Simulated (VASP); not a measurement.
A run of VASP 6.6.1:

File INCAR:

```
SYSTEM = Ge
PREC     = Accurate       ! precision mode
ENCUT    = 520            ! plane-wave cutoff, eV
EDIFF    = 1E-6           ! SCF threshold, eV
ISMEAR   = -1             ! smearing method
SIGMA    = 0.01           ! smearing width, eV
LREAL    = .False.        ! projectors in reciprocal space
LASPH    = .True.         ! aspherical terms in the spheres
NELM     = 60             ! most SCF steps
ALGO     = Normal         ! electronic algorithm
ISIF     = 2              ! what is computed and relaxed
LWAVE    = .False.        ! write WAVECAR
LCHARG   = .False.        ! write CHGCAR
GGA      = PS             ! functional
NBANDS   = 13             ! bands
```

The input KPOINTS:

```
Automatic mesh
0
Gamma
  15 15 15
  0 0 0
```

Contents of POSCAR:

```
Ge
1.0
    2.4541022694      0.0000000000      0.0000000000
    0.0000000000      2.4541022694      0.0000000000
    0.0000000000      0.0000000000      2.4541022694
Ge
1
Direct
    0.0000000000      0.0000000000      0.0000000000
```

Potentials or basis: VASP PAW PBE potentials, release 64 (Ge_d).

The run is started by

```sh
$ cat potpaw_PBE.64/Ge_d/POTCAR > POTCAR
$ mpirun -np 1 vasp_std > vasp.out
```

Hardware: 1 thread of Intel(R) Xeon(R) Platinum 8259CL CPU @ 2.50GHz (Skylake/Cascade Lake), with other jobs on the host.

Q: How long does it take, and how much memory?

A: Wall time 11 s on 1 thread of Intel(R) Xeon(R) Platinum 8259CL CPU @ 2.50GHz (Skylake/Cascade Lake), on a shared host, peak memory 0.13 GiB. Counts: scf iterations 10, k points 120.
